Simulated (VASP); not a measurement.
# Ge in VASP: notebook

Runs on Ge. Level: PBE. Tasks: single point.

Program: VASP 6.6.1. These are calculated values, not measurements. Logs are shortened: lines on timing, memory, paths and dates and some standing lists are left out, and cuts for length are marked.

## Step 1: The cell of the first run

The cell holds a slab with vacuum, 2 atoms: a = 4.051 Å, b = 4.051 Å, c = 28.000 Å, α = 90.00°, β = 90.00°, γ = 120.00°.

## Step 2: Single point, PBE

INCAR reads:

```
  PREC = Accurate
  ENCUT = 520
  EDIFF = 1E-7
  ISMEAR = 0
  SIGMA = 0.1
  LREAL = F
  LASPH = T
  NELM = 60
  ALGO = Normal
  ISIF = 2
  LWAVE = F
  LCHARG = F
  LDIPOL = T
  IDIPOL = 3
  DIPOL = 0.5 0.5 0.500
  GGA = PE
  NBANDS = 21
```

KPOINTS reads:

```
regular mesh
0
Gamma
  12 12 1
```

POSCAR reads:

```
Ge
1.0
    4.0510000000      0.0000000000      0.0000000000
   -2.0255000000      3.5082689107      0.0000000000
    0.0000000000      0.0000000000     28.0000000000
Ge
2
Direct
    0.3333333333      0.6666666667      0.5077857143
    0.6666666667      0.3333333333      0.4922142857
```

Potentials or basis: VASP PAW PBE potentials, release 64 (Ge_d).

On the command line:

```bash
cat potpaw_PBE.64/Ge_d/POTCAR > POTCAR
mpirun -np 1 vasp_std > vasp.out
```

OUTCAR:

```text
PREC = Accurate
   ENCUT = 520
   EDIFF = 1E-7
   ISMEAR = 0
   LREAL = F
   LASPH = T
   NELM = 60
   ISIF = 2
   GGA = PE

 ion  position               nearest neighbor table
   1  0.333  0.667  0.508-   2 2.38   2 2.38   2 2.38
   2  0.667  0.333  0.492-   1 2.38   1 2.38   1 2.38

  LATTYP: Found a hexagonal cell.
 ALAT       =     4.0510000000
 C/A-ratio  =     6.9118736115

  Lattice vectors:

 A1 = (   4.0510000000,   0.0000000000,   0.0000000000)
 A2 = (  -2.0255000000,   3.5082689107,   0.0000000000)
 A3 = (   0.0000000000,   0.0000000000,  28.0000000000)

Analysis of symmetry for initial positions (statically):
=====================================================================
 Subroutine PRICEL returns:
 Original cell was already a primitive cell.

 Routine SETGRP: Setting up the symmetry group for a
 hexagonal supercell.

 Subroutine GETGRP returns: Found 12 space group operations
 (whereof 12 operations were pure point group operations)
 out of a pool of 24 trial point group operations.

The static configuration has the point symmetry D_3d.

Analysis of symmetry for dynamics (positions and initial velocities):
=====================================================================
 Subroutine PRICEL returns:
 Original cell was already a primitive cell.

 Routine SETGRP: Setting up the symmetry group for a
 hexagonal supercell.

 Subroutine GETGRP returns: Found 12 space group operations
 (whereof 12 operations were pure point group operations)
 out of a pool of 24 trial point group operations.

The dynamic configuration has the point symmetry D_3d.

 Subroutine INISYM returns: Found 12 space group operations
 (whereof 12 operations are pure point group operations),
 and found     1 'primitive' translations

----------------------------------------------------------------------------------------

                                     Primitive cell

  volume of cell :     397.9359

  direct lattice vectors                    reciprocal lattice vectors
     4.051000000  0.000000000  0.000000000     0.246852629  0.142520432  0.000000000
    -2.025500000  3.508268911  0.000000000     0.000000000  0.285040864  0.000000000
     0.000000000  0.000000000 28.000000000     0.000000000  0.000000000  0.035714286

  length of vectors
     4.051000000  4.051000000 28.000000000     0.285040864  0.285040864  0.035714286

  position of ions in fractional coordinates (direct lattice)
     0.333333333  0.666666667  0.507785714
     0.666666667  0.333333333  0.492214286

  ion indices of the primitive-cell ions
   primitive index   ion index
                 1           1
                 2           2

----------------------------------------------------------------------------------------

 KPOINTS: regular mesh

Automatic generation of k-mesh.
 Grid dimensions read from file:
 generate k-points for:   12   12    1

 Generating k-lattice:

  Cartesian coordinates                     Fractional coordinates (reciprocal lattice)
     0.020571052  0.011876703  0.000000000     0.083333333  0.000000000  0.000000000
     0.000000000  0.023753405  0.000000000     0.000000000  0.083333333  0.000000000
     0.000000000  0.000000000  0.035714286     0.000000000  0.000000000  1.000000000

  Length of vectors
     0.023753405  0.023753405  0.035714286

  Shift w.r.t. Gamma in fractional coordinates (k-lattice)
     0.000000000  0.000000000  0.000000000

 Subroutine IBZKPT returns following result:
 ===========================================

 Found     19 irreducible k-points:

 Following reciprocal coordinates:
            Coordinates               Weight
  0.000000  0.000000  0.000000      1.000000
  0.083333  0.000000  0.000000      6.000000
  0.166667 -0.000000  0.000000      6.000000
  0.250000 -0.000000  0.000000      6.000000
  0.333333 -0.000000  0.000000      6.000000
  0.416667  0.000000  0.000000      6.000000
[... 11 lines left out ...]
  0.333333  0.250000  0.000000     12.000000
  0.333333  0.333333  0.000000      2.000000
   k-points           NKPTS =     19   k-points in BZ     NKDIM =     19   number of bands    NBANDS=     21
   number of dos      NEDOS =    301   number of ions     NIONS =      2
   total plane-waves  NPLWV = 189000
   dimension x,y,z NGX =    30 NGY =   30 NGZ =  210
   dimension x,y,z NGXF=    60 NGYF=   60 NGZF=  420
   ions per type =               2
   NGX,Y,Z   is equivalent  to a cutoff of  12.31, 12.31, 12.47 a.u.
   NGXF,Y,Z  is equivalent  to a cutoff of  24.62, 24.62, 24.94 a.u.
 SYSTEM =  unknown system
   PREC   = accura    normal or accurate (medium, high low for compatibility)
   ISTART =      0    job   : 0-new  1-cont  2-samecut
   ICHARG =      2    charge: 1-file 2-atom 10-const
   ISPIN  =      1    spin polarized calculation?
   LNONCOLLINEAR =      F non collinear calculations
   LSORBIT =      F    spin-orbit coupling
   LASPH  =      T    aspherical Exc in radial PAW
   ENCUT  =  520.0 eV  38.22 Ry    6.18 a.u.   7.53  7.53 52.06*2*pi/ulx,y,z
   NELM   =     60;   NELMIN=  2; NELMDL= -5     # of ELM steps
   EDIFF  = 0.1E-06   stopping-criterion for ELM
   LREAL  =      F    real-space projection
   EDIFFG = 0.1E-05   stopping-criterion for IOM
   NSW    =      0    number of steps for IOM
   IBRION =     -1    ionic relax: 0-MD 1-quasi-New 2-CG
   NFREE  =      0    steps in history (QN), initial steepest desc. (CG)
   ISIF   =      2    stress and relaxation
   ISYM   =      2    0-nonsym 1-usesym 2-fastsym
   POTIM  = 0.5000    time-step for ionic-motion
   TEBEG  =    0.0;   TEEND  =   0.0 temperature during run
   PSTRESS=    0.0 pullay stress
   NELECT =      28.0000    total number of electrons
   NUPDOWN=      -1.0000    fix difference up-down
   EMIN   =  10.00;   EMAX   =-10.00  energy-range for DOS
   EFERMI =   0.00;   METHOD = LEGACY
   ISMEAR =     0;   SIGMA  =   0.10  broadening in eV -4-tet -1-fermi 0-gaus
   EFERMI_NEDOS =   21; number of points for ismear=-14 and -15
   IALGO  =     38    algorithm
   IMIX   =      4    mixing-type and parameters
     AMIX     =   0.40;   BMIX     =  1.00
     AMIX_MAG =   1.60;   BMIX_MAG =  1.00
  volume/ion in A,a.u.               =     198.97      1342.70
  Fermi-wavevector in a.u.,A,eV,Ry     =   0.675860  1.277189  6.214953  0.456786
  Thomas-Fermi vector in A             =   1.753001
   LORBIT       =      0    0 simple, 1 ext, 2 COOP (PROOUT), +10 PAW based schemes
   GGA     = PE    functional components
   LHFCALC =     F    Hartree Fock is set to
   AEXX    =    0.0000 exact exchange contribution
   IVDW    =     0    specifies the selected vdW correction
   LEPSILON=     F    determine dielectric tensor
   LRPA    =     F    only Hartree local field effects (RPA)
 non-spin polarized calculation
 Gauss-broadening in eV      SIGMA  =   0.10
  energy-cutoff  :      520.00
  volume of cell :      397.94
 maximum number of plane-waves:     10773
   NGX = 15   NGY = 15   NGZ =105

 dipolmoment           0.000000      0.000000      0.000000 electrons x Angstroem

 number of electron      27.9999994 magnetization

 dipolmoment           0.000000      0.000000     -0.000000 electrons x Angstroem

 Free energy of the ion-electron system (eV)
  ---------------------------------------------------
  ext. energy  EPLUGINS =         0.00000000
  ---------------------------------------------------
  free energy    TOTEN  =        -7.99906936 eV

  energy without entropy =       -7.99782101  energy(sigma->0) =       -7.99844519

 E-fermi :  -3.3845     XC(G=0):  -1.6149

 val. band max:       -3.7561923290   @ k =   0.0000   0.0000   0.0000
 cond. band min:      -3.3368001840   @ k =   0.3333   0.3333   0.0000
 fundamental gap:      0.4193921450
 Fermi energy:        -3.3844937486

 k-point     1 :       0.0000    0.0000    0.0000
  band No.  band energies     occupation
      1     -28.2546      2.00000
      2     -28.2546      2.00000
      3     -28.2485      2.00000
      4     -28.2174      2.00000
      5     -28.2174      2.00000
      6     -28.0732      2.00000
[... 13 lines left out ...]
     20       1.0983      0.00000
     21       1.5175      0.00000

 k-point     2 :       0.0833    0.0000    0.0000
  band No.  band energies     occupation
      1     -28.2636      2.00000
      2     -28.2632      2.00000
      3     -28.2510      2.00000
      4     -28.2113      2.00000
      5     -28.2091      2.00000
      6     -28.0716      2.00000
[... 13 lines left out ...]
     20       1.1750      0.00000
     21       1.5403      0.00000

 k-point     3 :       0.1667   -0.0000    0.0000
  band No.  band energies     occupation
      1     -28.2803      2.00000
      2     -28.2793      2.00000
      3     -28.2568      2.00000
      4     -28.2027      2.00000
      5     -28.1935      2.00000
      6     -28.0763      2.00000
[... 13 lines left out ...]
     20       1.3263      0.00000
     21       1.5535      0.00000

 k-point     4 :       0.2500   -0.0000    0.0000
  band No.  band energies     occupation
      1     -28.2968      2.00000
      2     -28.2956      2.00000
      3     -28.2634      2.00000
      4     -28.1984      2.00000
      5     -28.1777      2.00000
      6     -28.0907      2.00000
[... 13 lines left out ...]
     20       1.9412      0.00000
     21       2.3140      0.00000

 k-point     5 :       0.3333   -0.0000    0.0000
  band No.  band energies     occupation
      1     -28.3098      2.00000
      2     -28.3090      2.00000
      3     -28.2688      2.00000
      4     -28.1980      2.00000
      5     -28.1641      2.00000
      6     -28.1048      2.00000
[... 13 lines left out ...]
     20       2.8848      0.00000
     21       3.0175      0.00000

 k-point     6 :       0.4167    0.0000    0.0000
  band No.  band energies     occupation
      1     -28.3181      2.00000
      2     -28.3177      2.00000
      3     -28.2722      2.00000
      4     -28.1992      2.00000
      5     -28.1543      2.00000
      6     -28.1149      2.00000
[... 13 lines left out ...]
     20       3.4877      0.00000
     21       3.7362      0.00000

 k-point     7 :       0.5000   -0.0000    0.0000
  band No.  band energies     occupation
      1     -28.3210      2.00000
      2     -28.3208      2.00000
      3     -28.2733      2.00000
      4     -28.1998      2.00000
      5     -28.1505      2.00000
      6     -28.1188      2.00000
[... 13 lines left out ...]
     20       3.8136      0.00000
     21       4.0316      0.00000
[... 171 lines left out ...]
      1     -28.3487      2.00000
      2     -28.2918      2.00000
      3     -28.2726      2.00000
      4     -28.1991      2.00000
      5     -28.1419      2.00000
      6     -28.1174      2.00000
[... 13 lines left out ...]
     20       3.3018      0.00000
     21       3.4976      0.00000

 k-point    16 :       0.4167    0.1667    0.0000
  band No.  band energies     occupation
      1     -28.3531      2.00000
      2     -28.2916      2.00000
      3     -28.2737      2.00000
      4     -28.1997      2.00000
      5     -28.1380      2.00000
      6     -28.1212      2.00000
[... 13 lines left out ...]
     20       4.0650      0.00000
     21       4.1864      0.00000

 k-point    17 :       0.2500    0.2500    0.0000
  band No.  band energies     occupation
      1     -28.3528      2.00000
      2     -28.2874      2.00000
      3     -28.2725      2.00000
      4     -28.1989      2.00000
      5     -28.1382      2.00000
      6     -28.1168      2.00000
[... 13 lines left out ...]
     20       3.2114      0.00000
     21       3.4129      0.00000

 k-point    18 :       0.3333    0.2500    0.0000
  band No.  band energies     occupation
      1     -28.3620      2.00000
      2     -28.2838      2.00000
      3     -28.2747      2.00000
      4     -28.1995      2.00000
      5     -28.1297      2.00000
      6     -28.1225      2.00000
[... 13 lines left out ...]
     20       3.7922      0.00000
     21       4.0180      0.00000

 k-point    19 :       0.3333    0.3333    0.0000
  band No.  band energies     occupation
      1     -28.3667      2.00000
      2     -28.2780      2.00000
      3     -28.2780      2.00000
      4     -28.1997      2.00000
      5     -28.1245      2.00000
      6     -28.1245      2.00000
[... 13 lines left out ...]
     20       3.5321      0.00000
     21       3.5321      0.00000

------------------------ aborting loop because EDIFF is reached ----------------------------------------

 vacuum level on the upper side and lower side of the slab       (xc-potential included)        -0.006        -0.006

  FORCE on cell =-STRESS in cart. coord.  units (eV):
  Direction    XX          YY          ZZ          XY          YZ          ZX
  --------------------------------------------------------------------------------------
  -------------------------------------------------------------------------------------
  Total        0.4839922      0.4839922      0.2271785      0.0000000      0.0000000      0.0000000
  in kB        1.9486588      1.9486588      0.9146706      0.0000000      0.0000000      0.0000000
  external PRESSURE =       1.6039960 kB  Pullay stress =       0.0000000 kB

 VOLUME and BASIS-vectors are now :
 -----------------------------------------------------------------------------
  energy-cutoff  :      520.00
  volume of cell :      397.94
      direct lattice vectors                 reciprocal lattice vectors
     4.051000000  0.000000000  0.000000000     0.246852629  0.142520432  0.000000000
    -2.025500000  3.508268911  0.000000000     0.000000000  0.285040864  0.000000000
     0.000000000  0.000000000 28.000000000     0.000000000  0.000000000  0.035714286

 POSITION                                       TOTAL-FORCE (eV/Angst)
 -----------------------------------------------------------------------------------
     -0.00000      2.33885     14.21800         0.000000     -0.000000      0.555711
      2.02550      1.16942     13.78200        -0.000000      0.000000     -0.555711
 -----------------------------------------------------------------------------------
    total drift:                                0.000000      0.000000     -0.000000

  FREE ENERGIE OF THE ION-ELECTRON SYSTEM (eV)
  ---------------------------------------------------
  free  energy   TOTEN  =        -7.9990693588 eV

  energy  without entropy=       -7.9978210140  energy(sigma->0) =       -7.99844519

 vacuum level on the upper side and lower side of the slab         1.067         1.067
```

It took 2.6 min on 1 thread of Intel Xeon 6975P-C (Granite Rapids), shared host; peak memory 0.51 GiB.

Results:

- Free energy: -7.9991 eV
- Largest force: 0.556 eV/Å
- Band gap on the k mesh: zero (bands 14 and 15 overlap by 0.42 eV)

Forces on the atoms (eV/Å):
```
Ge   0.000  0.000  0.556
Ge   0.000  0.000 -0.556
```

[end of part 1 of 2]
